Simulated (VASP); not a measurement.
Here is a VASP 6.6.1 calculation.

File POSCAR:

```
C
1.0
    0.0000000000      1.7834000000      1.7834000000
    1.7834000000      0.0000000000      1.7834000000
    1.7834000000      1.7834000000      0.0000000000
C
2
Direct
    0.5000000000      0.5000000000      0.5000000000
    0.7500000000      0.7500000000      0.7500000000
```

The input INCAR.step1:

```
SYSTEM = C
  PREC = Accurate
  ENCUT = 600
  ISMEAR = 0
  SIGMA = 0.02
  LREAL = .False.
  LASPH = .True.
  NELM = 80
  GGA = PE
  ALGO = Normal
  EDIFF = 1E-4
  LWAVE = .True.
  LCHARG = .False.
```

The input INCAR.step2:

```
SYSTEM = C
  PREC = Accurate
  ENCUT = 600
  EDIFF = 1E-6
  ISMEAR = 0
  SIGMA = 0.02
  LREAL = .False.
  LASPH = .True.
  NELM = 80
  ALGO = Normal
  ISIF = 3
  LWAVE = .False.
  LCHARG = .False.
  METAGGA = R2SCAN
  LMIXTAU = .True.
  IBRION = 2
  NSW = 100
  EDIFFG = -0.005
  ISTART = 1
```

File KPOINTS:

```
regular mesh
0
Gamma
  12 12 12
  0 0 0
```

Potentials or basis: VASP PAW PBE potentials, release 64 (C).

Command:

```console
$ cat potpaw_PBE.64/C/POTCAR > POTCAR
$ cp INCAR.step1 INCAR
$ mpirun -np 1 vasp_std > vasp.out
$ cp INCAR.step2 INCAR
$ mpirun -np 1 vasp_std > vasp.out
```

(1) Predict the space group after relaxing (to 0.05 Å).

(2) Estimate the relaxed volume.

(3) What does it give for the band gap on the k mesh?

Answers

(1) Fd-3m (No. 227).

(2) 5.65 Å³/atom.

(3) 4.35 eV, indirect (least direct gap 5.85 eV).

Caveat: the PAW data sets were made with another functional, which shifts forces and pressure a little.
